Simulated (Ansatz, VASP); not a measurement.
Two plane-wave programs on Ag

The input POSCAR:

```
Ag
1.0
   -1.6184017850      1.6556540000      1.6184017850
    1.6929062150     -1.6556540000      1.6929062150
    1.6184017850      1.6556540000     -1.6184017850
Ag
1
Direct
    0.0000000000      0.0000000000      0.0000000000
```

Contents of INCAR.step1:

```
SYSTEM = Ag
PREC     = Accurate       ! precision mode
ENCUT    = 520            ! plane-wave cutoff, eV
ISMEAR   = 0              ! smearing method
SIGMA    = 0.15           ! smearing width, eV
LREAL    = .FALSE.        ! projectors in reciprocal space
LASPH    = .TRUE.         ! aspherical terms in the spheres
NELM     = 60             ! most SCF steps
NBANDS   = 12             ! bands
GGA      = PE             ! functional
ALGO     = Normal         ! electronic algorithm
EDIFF    = 1E-4           ! SCF threshold, eV
LWAVE    = .TRUE.         ! write WAVECAR
LCHARG   = .FALSE.        ! write CHGCAR
```

File INCAR.step2:

```
SYSTEM = Ag
PREC     = Accurate       ! precision mode
ENCUT    = 520            ! plane-wave cutoff, eV
EDIFF    = 1E-7           ! SCF threshold, eV
ISMEAR   = 0              ! smearing method
SIGMA    = 0.15           ! smearing width, eV
LREAL    = .FALSE.        ! projectors in reciprocal space
LASPH    = .TRUE.         ! aspherical terms in the spheres
NELM     = 60             ! most SCF steps
ALGO     = Normal         ! electronic algorithm
ISIF     = 2              ! what is computed and relaxed
LWAVE    = .FALSE.        ! write WAVECAR
LCHARG   = .TRUE.         ! write CHGCAR
METAGGA  = R2SCAN         ! meta-GGA
LMIXTAU  = .TRUE.       
LELF     = .TRUE.         ! ELF
LVHAR    = .TRUE.       
NBANDS   = 12             ! bands
ISTART   = 1
```

The input KPOINTS:

```
regular mesh
0
G
  20 20 20
  0 0 0
```

Input for Ansatz:

```yaml
crystal:
  lattice:
    - [-1.618401785, 1.655654, 1.618401785]
    - [1.692906215, -1.655654, 1.692906215]
    - [1.618401785, 1.655654, -1.618401785]
  atoms:
    - { symbol: Ag, position: [0.0, 0.0, 0.0] }
basis:
  ecutwfc: 500
kpoints:
  mp_grid: { grid: [20, 20, 20] }
hamiltonian:
  xc: r2scan
scf:
  occupations: { method: gaussian, width: 0.15 }
output:
  forces: true
  stress: true
  eigenvalues: true
```

Change from the starting cell: strain +0.0450 x Voigt [0, 0, 0, 0, 1, 0], atoms carried along.

Alike in both runs: task single point; functional r2SCAN; k mesh 20 × 20 × 20; occupations gaussian, width 0.15 eV; no spin polarisation.

|  | VASP | Ansatz |
| --- | --- | --- |
| version | VASP 6.6.1 | Ansatz 0.2.0 |
| potentials or method | VASP PAW PBE potentials, release 64 (Ag), cutoff 520 eV | scalar-relativistic, plane waves, PAW |
| valence electrons in the cell | 11 | 19 |

|  | VASP | Ansatz | Ansatz less VASP |
| --- | --- | --- | --- |
| gap on the k mesh at the Fermi level (eV) | none | none | - |
| pressure (GPa) | -3.3 | -3.4 | -0.08 |
| traceless stress, the component that is largest in VASP (GPa) | -1.76 | -1.73 | +0.030 |

VASP's potentials were made for PBE, not for r2SCAN. A gap of «none» marks a metal or a gap that the smearing closes. VASP's potentials hold 11 valence electrons a cell and Ansatz's 19, so a difference there can come from the potentials and not from the codes.
